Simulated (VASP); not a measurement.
# Ti (C2/m) in VASP: notebook

Ti is run at these levels: PBEsol; tasks: single point.

Everything below comes from runs of VASP 6.6.1. Logs are shortened: lines on timing, memory, paths and dates and some standing lists are left out, and cuts for length are marked.

## 1. The cell of the first run

The structure is monoclinic, space group C2/m (No. 12). Conventional cell: a = 4.972 Å, b = 2.871 Å, c = 4.972 Å, α = 90.00°, β = 109.47°, γ = 90.00°. Within 3.7 Å of Ti (site symmetry m) lie 12 Ti at 2.79 to 2.96 Å.

## 2. Single point, PBEsol (atoms displaced along a vibrational mode)

INCAR

```
SYSTEM = Ti
PREC     = Accurate       ! precision mode
ENCUT    = 520            ! plane-wave cutoff, eV
EDIFF    = 1E-7           ! SCF threshold, eV
ISMEAR   = 0              ! smearing method
SIGMA    = 0.15           ! smearing width, eV
LREAL    = .FALSE.        ! projectors in reciprocal space
LASPH    = .TRUE.         ! aspherical terms in the spheres
NELM     = 100            ! most SCF steps
ALGO     = Fast           ! electronic algorithm
ISIF     = 2              ! what is computed and relaxed
LWAVE    = .FALSE.        ! write WAVECAR
LCHARG   = .TRUE.         ! write CHGCAR
GGA      = PS             ! functional
LELF     = .TRUE.         ! ELF
LVHAR    = .TRUE.       
NBANDS   = 19             ! bands
```

KPOINTS

```
regular mesh
0
G
  18 18 20
  0 0 0
```

POSCAR

```
Ti
1.0
    0.0000000000     -2.0300000000     -2.0300000000
   -2.0300000000      0.0000000000     -2.0300000000
    2.0300000000      2.0300000000     -4.0600000000
Ti
2
Direct
    0.4849167177      0.4849167177      0.5000006521
    0.0150832823      0.0150832823     -0.0000006521
```

Potentials or basis: VASP PAW PBE potentials, release 64 (Ti_sv).

On the command line:

```console
> cat potpaw_PBE.64/Ti_sv/POTCAR > POTCAR
> mpirun -np 1 vasp_std > vasp.out
```

OUTCAR:

```text
SYSTEM = Ti
   PREC = Accurate
   ENCUT = 520
   EDIFF = 1E-7
   ISMEAR = 0
   LREAL = .FALSE.
   LASPH = .TRUE.
   NELM = 100
   ISIF = 2
   GGA = PS

 ion  position               nearest neighbor table
   1  0.485  0.485  0.500-   2 2.79   2 2.83   2 2.83   2 2.92   2 2.92
   2  0.015  0.015  1.000-   1 2.79   1 2.83   1 2.83   1 2.92   1 2.92

  LATTYP: Found a trigonal (rhomboedric) cell.
 ALAT       =     4.9724641778
 COS(alpha) =     0.8333333333

  Lattice vectors:

 A1 = (   2.0300000000,   4.0600000000,  -2.0300000000)
 A2 = (   4.0600000000,   2.0300000000,  -2.0300000000)
 A3 = (   2.0300000000,   2.0300000000,  -4.0600000000)

Analysis of symmetry for initial positions (statically):
=====================================================================
 Subroutine PRICEL returns:
 Original cell was already a primitive cell.

 Routine SETGRP: Setting up the symmetry group for a
 trigonal (rhombohedral) supercell.

 Subroutine GETGRP returns: Found  4 space group operations
 (whereof  2 operations were pure point group operations)
 out of a pool of 12 trial point group operations.

The static configuration has the point symmetry C_1h.
 The point group associated with its full space group is C_2h.

Analysis of symmetry for dynamics (positions and initial velocities):
=====================================================================
 Subroutine PRICEL returns:
 Original cell was already a primitive cell.

 Routine SETGRP: Setting up the symmetry group for a
 trigonal (rhombohedral) supercell.

 Subroutine GETGRP returns: Found  4 space group operations
 (whereof  2 operations were pure point group operations)
 out of a pool of 12 trial point group operations.

The dynamic configuration has the point symmetry C_1h.
 The point group associated with its full space group is C_2h.

 Subroutine INISYM returns: Found  4 space group operations
 (whereof  2 operations are pure point group operations),
 and found     1 'primitive' translations

----------------------------------------------------------------------------------------

                                     Primitive cell

  volume of cell :      33.4617

  direct lattice vectors                    reciprocal lattice vectors
     0.000000000 -2.030000000 -2.030000000     0.123152709 -0.369458128 -0.123152709
    -2.030000000  0.000000000 -2.030000000    -0.369458128  0.123152709 -0.123152709
     2.030000000  2.030000000 -4.060000000     0.123152709  0.123152709 -0.123152709

  length of vectors
     2.870853532  2.870853532  4.972464178     0.408451329  0.408451329  0.213306750

  position of ions in fractional coordinates (direct lattice)
     0.484916718  0.484916718  0.500000652
     0.015083282  0.015083282  0.999999348

  ion indices of the primitive-cell ions
   primitive index   ion index
                 1           1
                 2           2

----------------------------------------------------------------------------------------

 KPOINTS: regular mesh

Automatic generation of k-mesh.
 Grid dimensions read from file:
 generate k-points for:   18   18   20

 Generating k-lattice:

  Cartesian coordinates                     Fractional coordinates (reciprocal lattice)
     0.006841817 -0.020525452 -0.006841817     0.055555556  0.000000000 -0.000000000
    -0.020525452  0.006841817 -0.006841817     0.000000000  0.055555556 -0.000000000
     0.006157635  0.006157635 -0.006157635     0.000000000  0.000000000  0.050000000

  Length of vectors
     0.022691740  0.022691740  0.010665337

  Shift w.r.t. Gamma in fractional coordinates (k-lattice)
     0.000000000  0.000000000  0.000000000

 -----------------------------------------------------------------------------
|                                                                             |
|           W    W    AA    RRRRR   N    N  II  N    N   GGGG   !!!           |
|           W    W   A  A   R    R  NN   N  II  NN   N  G    G  !!!           |
|           W    W  A    A  R    R  N N  N  II  N N  N  G       !!!           |
|           W WW W  AAAAAA  RRRRR   N  N N  II  N  N N  G  GGG   !            |
|           WW  WW  A    A  R   R   N   NN  II  N   NN  G    G                |
|           W    W  A    A  R    R  N    N  II  N    N   GGGG   !!!           |
|                                                                             |
|     Your reciprocal lattice and k-lattice belong to different lattice       |
|     classes:                                                                |
|                                                                             |
|        The reciprocal lattice is rhombohedral (trigonal),                   |
|        whereas your k-lattice is base-centered monoclinic.                  |
|                                                                             |
|     Results are often still useful ...                                      |
|                                                                             |
 -----------------------------------------------------------------------------

 WARNING: IBZKPT: internal override: KBLOWUP is changed to .FALSE.
      ... skipping the blow-up phase ...

 Subroutine IBZKPT returns following result:
 ===========================================

 Found   1721 irreducible k-points:

 Following reciprocal coordinates:
            Coordinates               Weight
  0.000000  0.000000  0.000000      1.000000
  0.055556  0.000000  0.000000      4.000000
  0.111111  0.000000  0.000000      4.000000
  0.166667  0.000000  0.000000      4.000000
  0.222222  0.000000  0.000000      4.000000
  0.277778  0.000000  0.000000      4.000000
[... 16 lines left out ...]
 -0.277778  0.055556  0.000000      4.000000
 -0.222222  0.055556  0.000000      4.000000
 [... further k-points ...]
   k-points           NKPTS =   1721   k-points in BZ     NKDIM =   1721   number of bands    NBANDS=     19
   number of dos      NEDOS =    301   number of ions     NIONS =      2
   total plane-waves  NPLWV =  23040
   dimension x,y,z NGX =    24 NGY =   24 NGZ =   40
   dimension x,y,z NGXF=    48 NGYF=   48 NGZF=   80
   ions per type =               2
   NGX,Y,Z   is equivalent  to a cutoff of  13.90, 13.90, 13.37 a.u.
   NGXF,Y,Z  is equivalent  to a cutoff of  27.80, 27.80, 26.75 a.u.
 SYSTEM =  Ti
   PREC   = accura    normal or accurate (medium, high low for compatibility)
   ISTART =      0    job   : 0-new  1-cont  2-samecut
   ICHARG =      2    charge: 1-file 2-atom 10-const
   ISPIN  =      1    spin polarized calculation?
   LNONCOLLINEAR =      F non collinear calculations
   LSORBIT =      F    spin-orbit coupling
   LASPH  =      T    aspherical Exc in radial PAW
   ENCUT  =  520.0 eV  38.22 Ry    6.18 a.u.   5.34  5.34  9.25*2*pi/ulx,y,z
   NELM   =    100;   NELMIN=  2; NELMDL= -5     # of ELM steps
   EDIFF  = 0.1E-06   stopping-criterion for ELM
   LREAL  =      F    real-space projection
   EDIFFG = 0.1E-05   stopping-criterion for IOM
   NSW    =      0    number of steps for IOM
   IBRION =     -1    ionic relax: 0-MD 1-quasi-New 2-CG
   NFREE  =      0    steps in history (QN), initial steepest desc. (CG)
   ISIF   =      2    stress and relaxation
   ISYM   =      2    0-nonsym 1-usesym 2-fastsym
   POTIM  = 0.5000    time-step for ionic-motion
   TEBEG  =    0.0;   TEEND  =   0.0 temperature during run
   PSTRESS=    0.0 pullay stress
   NELECT =      24.0000    total number of electrons
   NUPDOWN=      -1.0000    fix difference up-down
   EMIN   =  10.00;   EMAX   =-10.00  energy-range for DOS
   EFERMI =   0.00;   METHOD = LEGACY
   ISMEAR =     0;   SIGMA  =   0.15  broadening in eV -4-tet -1-fermi 0-gaus
   EFERMI_NEDOS =   21; number of points for ismear=-14 and -15
   IALGO  =     68    algorithm
   IMIX   =      4    mixing-type and parameters
     AMIX     =   0.40;   BMIX     =  1.00
     AMIX_MAG =   1.60;   BMIX_MAG =  1.00
  volume/ion in A,a.u.               =      16.73       112.91
  Fermi-wavevector in a.u.,A,eV,Ry     =   1.465421  2.769245 29.217967  2.147460
  Thomas-Fermi vector in A             =   2.581280
   LORBIT       =      0    0 simple, 1 ext, 2 COOP (PROOUT), +10 PAW based schemes
   GGA     = PS    functional components
   LHFCALC =     F    Hartree Fock is set to
   AEXX    =    0.0000 exact exchange contribution
   IVDW    =     0    specifies the selected vdW correction
   LEPSILON=     F    determine dielectric tensor
   LRPA    =     F    only Hartree local field effects (RPA)
 non-spin polarized calculation
 RMM-DIIS sequential band-by-band and
 Gauss-broadening in eV      SIGMA  =   0.15
  energy-cutoff  :      520.00
  volume of cell :       33.46
 maximum number of plane-waves:       923
 NGX is ok and might be reduce to    24
   NGX = 11   NGY = 11   NGZ = 19

 number of electron      23.9999996 magnetization

 Free energy of the ion-electron system (eV)
  ---------------------------------------------------
  ext. energy  EPLUGINS =         0.00000000
  ---------------------------------------------------
  free energy    TOTEN  =       -16.57692155 eV

  energy without entropy =      -16.53903820  energy(sigma->0) =      -16.55797988

 E-fermi :   8.4894     XC(G=0): -11.8149

 val. band max:        8.4894068265   @ k =   0.3333   0.1667   0.1500
 cond. band min:       8.4894766238   @ k =  -0.1667  -0.2222   0.1500
 fundamental gap:      0.0000697973
 Fermi energy:         8.4894091010

 k-point     1 :       0.0000    0.0000    0.0000
  band No.  band energies     occupation
      1     -47.9198      2.00000
      2     -47.7721      2.00000
      3     -24.5978      2.00000
      4     -23.9245      2.00000
      5     -23.9215      2.00000
      6     -23.8289      2.00000
[... 11 lines left out ...]
     18      11.0907      0.00000
     19      12.1851      0.00000

 k-point     2 :       0.0556    0.0000    0.0000
  band No.  band energies     occupation
      1     -47.9158      2.00000
      2     -47.7703      2.00000
      3     -24.5894      2.00000
      4     -23.9408      2.00000
      5     -23.9259      2.00000
      6     -23.8477      2.00000
[... 11 lines left out ...]
     18      11.0920      0.00000
     19      12.1689      0.00000

 k-point     3 :       0.1111    0.0000    0.0000
  band No.  band energies     occupation
      1     -47.9042      2.00000
      2     -47.7653      2.00000
      3     -24.5648      2.00000
      4     -23.9894      2.00000
      5     -23.9368      2.00000
      6     -23.9030      2.00000
[... 11 lines left out ...]
     18      11.1267      0.00000
     19      12.0971      0.00000

 k-point     4 :       0.1667    0.0000    0.0000
  band No.  band energies     occupation
      1     -47.8862      2.00000
      2     -47.7580      2.00000
      3     -24.5253      2.00000
      4     -24.0633      2.00000
      5     -23.9873      2.00000
      6     -23.9527      2.00000
[... 11 lines left out ...]
     18      11.2041      0.00000
     19      11.9877      0.00000

 k-point     5 :       0.2222    0.0000    0.0000
  band No.  band energies     occupation
      1     -47.8634      2.00000
      2     -47.7496      2.00000
      3     -24.4735      2.00000
      4     -24.1531      2.00000
      5     -24.0893      2.00000
      6     -23.9723      2.00000
[... 11 lines left out ...]
     18      11.3488      0.00000
     19      11.8635      0.00000
[... 334 lines left out ...]
      2     -47.7333      2.00000
      3     -24.4248      2.00000
      4     -24.4113      2.00000
      5     -24.2507      2.00000
      6     -24.0542      2.00000
[... 11 lines left out ...]
     18      12.1638      0.00000
     19      12.6437      0.00000

 k-point    22 :      -0.3333    0.0556    0.0000
  band No.  band energies     occupation
      1     -47.7998      2.00000
      2     -47.7327      2.00000
      3     -24.3707      2.00000
      4     -24.3499      2.00000
      5     -24.3085      2.00000
      6     -24.0311      2.00000
[... 11 lines left out ...]
     18      11.9798      0.00000
     19      12.1930      0.00000

 k-point    23 :      -0.2778    0.0556    0.0000
  band No.  band energies     occupation
      1     -47.8246      2.00000
      2     -47.7365      2.00000
      3     -24.3880      2.00000
      4     -24.2866      2.00000
      5     -24.2539      2.00000
      6     -24.0118      2.00000
[... 11 lines left out ...]
     18      11.8211      0.00000
     19      11.8790      0.00000

 k-point    24 :      -0.2222    0.0556    0.0000
  band No.  band energies     occupation
      1     -47.8500      2.00000
      2     -47.7434      2.00000
      3     -24.4479      2.00000
      4     -24.1991      2.00000
      5     -24.1525      2.00000
      6     -23.9909      2.00000
[... 11 lines left out ...]
     18      11.5072      0.00000
     19      11.9074      0.00000

 [... further k-points ...]
[... 5 lines left out ...]
  --------------------------------------------------------------------------------------
  -------------------------------------------------------------------------------------
  Total       -0.1391079     -0.1391079     -0.1788903      0.0181186      0.0309887      0.0309887
  in kB       -6.6606134     -6.6606134     -8.5654327      0.8675348      1.4837676      1.4837692
  external PRESSURE =      -7.2955532 kB  Pullay stress =       0.0000000 kB

 VOLUME and BASIS-vectors are now :
 -----------------------------------------------------------------------------
  energy-cutoff  :      520.00
  volume of cell :       33.46
      direct lattice vectors                 reciprocal lattice vectors
     0.000000000 -2.030000000 -2.030000000     0.123152709 -0.369458128 -0.123152709
    -2.030000000  0.000000000 -2.030000000    -0.369458128  0.123152709 -0.123152709
     2.030000000  2.030000000 -4.060000000     0.123152709  0.123152709 -0.123152709

 POSITION                                       TOTAL-FORCE (eV/Angst)
 -----------------------------------------------------------------------------------
      0.03062      0.03062     -3.99876        -0.047819     -0.047819     -0.088132
      1.99938      1.99938     -4.12124         0.047819      0.047819      0.088132
 -----------------------------------------------------------------------------------
    total drift:                                0.000000     -0.000000     -0.000000

  FREE ENERGIE OF THE ION-ELECTRON SYSTEM (eV)
  ---------------------------------------------------
  free  energy   TOTEN  =       -16.5769215476 eV

  energy  without entropy=      -16.5390382049  energy(sigma->0) =      -16.55797988
```

Run time: 36 min. Hardware: 1 thread of Intel Xeon Platinum 8488C (Sapphire Rapids), shared host; peak memory 0.93 GiB.

Results:

| Quantity | Value |
| --- | --- |
| Free energy | -16.5769 eV |
| Pressure | -0.7 GPa |
| Largest force | 0.111 eV/Å |
| Band gap on the k mesh | zero (bands 12 and 13 overlap by 1.30 eV) |

Forces in eV/Å, atoms in the order of the input:
```
Ti  -0.048 -0.048 -0.088
Ti   0.048  0.048  0.088
```

Levels at points of the mesh, in eV from the Fermi level:
```
           k point  band 9  band 10  band 11  band 12  band 13  band 14  band 15  band 16
(0.00, 0.00, 0.00)   -6.18    -2.66     0.75     0.78     0.80     0.87     0.92     0.94
(0.50, 0.00, 0.00)   -1.99    -1.85    -1.17    -0.91     0.31     0.48     2.10     2.15
(0.50, 0.50, 0.00)   -2.69    -2.66    -1.82     0.72     0.74     0.77     2.96     3.75
(0.00, 0.00, 0.50)   -4.34    -4.34     0.04     0.04     1.09     1.13     1.25     1.28
(0.50, 0.00, 0.50)   -2.70    -2.67    -1.79     0.71     0.74     0.82     3.00     3.69
(0.50, 0.50, 0.50)   -2.05    -1.77    -1.30    -0.79     0.28     0.65     1.99     2.11
```

Caveat: the cell differs from its parent crystal (atoms displaced along a vibrational mode); the PAW data sets were made with another functional, which shifts forces and pressure a little.

## 3. Single point, PBEsol (atoms displaced along a vibrational mode)

INCAR: that of step 2 with these lines changed.

```diff
@@ -3,3 +3,3 @@
 ENCUT    = 520            ! plane-wave cutoff, eV
-EDIFF    = 1E-7           ! SCF threshold, eV
+EDIFF    = 1E-6           ! SCF threshold, eV
 ISMEAR   = 0              ! smearing method
@@ -8,3 +8,3 @@
 LASPH    = .TRUE.         ! aspherical terms in the spheres
-NELM     = 100            ! most SCF steps
+NELM     = 60             ! most SCF steps
 ALGO     = Fast           ! electronic algorithm
```

KPOINTS

```
Automatic mesh
0
G
  18 18 20
  0 0 0
```

POSCAR

```
Ti
1.0
    0.0000000000     -2.0300000000     -2.0300000000
   -2.0300000000      0.0000000000     -2.0300000000
    2.0300000000      2.0300000000     -4.0600000000
Ti
2
Direct
    0.5402220860      0.5402220860      0.4999982612
   -0.0402220860     -0.0402220860      0.0000017388
```

Potentials or basis: VASP PAW PBE potentials, release 64 (Ti_sv).

On the command line:

```console
> cat potpaw_PBE.64/Ti_sv/POTCAR > POTCAR
> mpirun -np 1 vasp_std > vasp.out
```

Wall time 19 min (1 thread of Intel Xeon 6975P-C (Granite Rapids), shared host); peak memory 0.92 GiB.

It converged, with:

```
Free energy            : -16.5259 eV
Pressure               : -1.3 GPa
Largest force          : 0.313 eV/Å
Band gap on the k mesh : zero (bands 12 and 13 overlap by 1.23 eV)
```

Forces in eV/Å, atoms in the order of the input:
```
Ti   0.174  0.174  0.194
Ti  -0.174 -0.174 -0.194
```

Stress tensor (GPa, compression positive):
```
-0.85  0.47  0.98
 0.47 -0.85  0.98
 0.98  0.98 -2.14
```

Levels at points of the mesh, in eV from the Fermi level:
| k point | band 8 | band 9 | band 10 | band 11 | band 12 | band 13 | band 14 | band 15 | band 16 | band 17 |
| --- | --- | --- | --- | --- | --- | --- | --- | --- | --- | --- |
| (0.00, 0.00, 0.00) | -32.21 | -6.12 | -2.55 | 0.71 | 0.81 | 0.86 | 0.99 | 1.05 | 1.14 | 2.57 |
| (0.50, 0.00, 0.00) | -32.36 | -2.08 | -1.74 | -1.37 | -0.68 | 0.13 | 0.50 | 2.50 | 2.54 | 3.83 |
| (0.50, 0.50, 0.00) | -32.37 | -2.54 | -2.54 | -1.84 | 0.49 | 0.73 | 0.77 | 2.82 | 3.84 | 3.87 |
| (0.00, 0.00, 0.50) | -32.27 | -4.30 | -4.28 | -0.11 | -0.06 | 1.00 | 1.26 | 1.38 | 1.50 | 2.15 |
| (0.50, 0.00, 0.50) | -32.32 | -2.62 | -2.61 | -1.60 | 0.40 | 0.78 | 1.15 | 2.93 | 3.37 | 3.82 |
| (0.50, 0.50, 0.50) | -32.33 | -2.25 | -1.70 | -1.51 | -0.39 | 0.19 | 1.21 | 1.95 | 2.22 | 3.75 |

Caveat: the cell differs from its parent crystal (atoms displaced along a vibrational mode); the PAW data sets were made with another functional, which shifts forces and pressure a little.
